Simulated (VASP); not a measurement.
Ge, 4 atoms in the cell. Symmetry: P6_3/mmc, No. 194, hexagonal system. The conventional cell has a = 3.998 Å, b = 3.998 Å, c = 6.599 Å, α = 90.00°, β = 90.00°, γ = 120.00°. Within 3.2 Å of Ge (site symmetry 3m) lie 4 Ge at 2.45 to 2.47 Å. This isn't the form of Ge at room conditions, which is diamond.

* Program: VASP 6.6.1
* Task: single point
* Functional: HF
* Potentials or basis: VASP PAW PBE potentials, release 64 (Ge_d)
* Cutoff: 520 eV
* k mesh: 4 × 4 × 2
* Occupations: fermi-dirac, width 0.05 eV
* Spin: no spin polarisation
* Dipole correction: no
* Grid for exact exchange (PRECFOCK): Normal
* Further INCAR settings: ALGO = Normal; EDIFF = 1e-06; NBANDS = 36
* Share of exact exchange: 1

Potentials or basis: VASP PAW PBE potentials, release 64 (Ge_d).

Command:

```bash
$ cat potpaw_PBE.64/Ge_d/POTCAR > POTCAR
$ cp INCAR.step1 INCAR
$ mpirun -np 1 vasp_std > vasp.out
$ cp INCAR.step2 INCAR
$ mpirun -np 1 vasp_std > vasp.out
```

Hardware: 1 thread of AMD EPYC 7R13 Processor (Zen 3) (shared host).

Task: How long does it take, and how much memory?

Result: It took 48 min on 1 thread of AMD EPYC 7R13 Processor (Zen 3), with other jobs on the host, peak memory 0.22 GiB. Counts: k points 8.
